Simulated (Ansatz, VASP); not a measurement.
# BN: VASP beside Ansatz

INCAR

```
PREC = Accurate ; ENCUT = 520
EDIFF = 1E-6 ; ISMEAR = -1
SIGMA = 0.05 ; LREAL = False
LASPH = True ; NELM = 100
ALGO = Normal ; ISIF = 2
LWAVE = False ; LCHARG = False
GGA = PE ; NBANDS = 16
```

Contents of KPOINTS:

```
regular mesh
0
Gamma
  12 12 4
```

The input POSCAR:

```
BN
1.0
    2.5147851179      0.0000000000      0.0000000000
   -1.2573925590      2.1778677972      0.0000000000
    0.0000000000      0.0000000000      6.6796463138
N B
2 2
Direct
    0.6666666667      0.3333333333      0.2500000000
    0.3333333333      0.6666666667      0.7500000000
    0.6666666667      0.3333333333      0.7500000000
    0.3333333333      0.6666666667      0.2500000000
```

File input.yaml:

```yaml
crystal:
  lattice:
    - [2.5147851179, 0.0, 0.0]
    - [-1.257392559, 2.1778677972, 0.0]
    - [0.0, 0.0, 6.6796463138]
  atoms:
    - { symbol: "N", position: [0.6666666667, 0.3333333333, 0.25] }
    - { symbol: "N", position: [0.3333333333, 0.6666666667, 0.75] }
    - { symbol: B, position: [0.6666666667, 0.3333333333, 0.75] }
    - { symbol: B, position: [0.3333333333, 0.6666666667, 0.25] }
kpoints:
  mp_grid: { grid: [12, 12, 4] }
scf:
  occupations: { method: fermi_dirac, width: 0.05 }
hamiltonian:
  xc: pbe
  pseudopotentials: { kind: all_electron, lapw: { basis_error: 0.001 } }
output:
  forces: true
  stress: true
  eigenvalues: true
```

Change from the starting cell: volume scaled by 1.02.

Alike in both runs: task single point; functional PBE; k mesh 12 × 12 × 4; occupations fermi-dirac, width 0.05 eV; no spin polarisation.

```csv
,VASP,Ansatz
version,VASP 6.6.1,Ansatz 0.2.0
potentials or method,"VASP PAW PBE potentials, release 64 (N, B), cutoff 520 eV","all-electron LAPW, scalar-relativistic"
```

VASP gave:

| Item | Value |
| --- | --- |
| gap on the k mesh at the Fermi level (eV) | 4.26 |
| least direct gap on the mesh (eV) | 4.61 |
| pressure (GPa) | 0.3 |
| traceless stress, the component that is largest in VASP (GPa) | 2.31 |

Estimate Ansatz's values.

gap on the k mesh at the Fermi level (eV): 4.26; least direct gap on the mesh (eV): 4.61; pressure (GPa): 0.2; traceless stress, the component that is largest in VASP (GPa): 2.56.

Ansatz ran all-electron here, and VASP with PAW potentials.
